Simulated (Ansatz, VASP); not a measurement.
## Two plane-wave programs on RbCl

```
Rb Cl
1.0
     0.00000    3.27400    3.27400
     3.27400    0.00000    3.27400
     3.27400    3.27400    0.00000
Rb Cl
1 1
Direct
  0.00000 0.00000 0.00000
  0.50000 0.50000 0.50000
```

Alike in both runs: task relaxation of cell and atoms; functional r2SCAN; k mesh 8 × 8 × 8; occupations fermi-dirac, width 0.02 eV; no spin polarisation.

```csv
,VASP,Ansatz
version,VASP 6.6.1,Ansatz 0.2.0
potentials or method,"VASP PAW PBE potentials, release 64 (Rb_sv, Cl), cutoff 550 eV",PAW plane waves
valence electrons in the cell,16,16
```

```csv
,VASP,Ansatz,Ansatz less VASP
"gap on the k mesh at the Fermi level, each at its own relaxed structure (eV)",5.55,5.55,+0.005
relaxed volume (Å³/atom),36.21,36.15,-0.061
relaxed cell length with the largest relative difference (Å),4.679,4.676,-0.0026
```

VASP's potentials were made for PBE, not for r2SCAN.
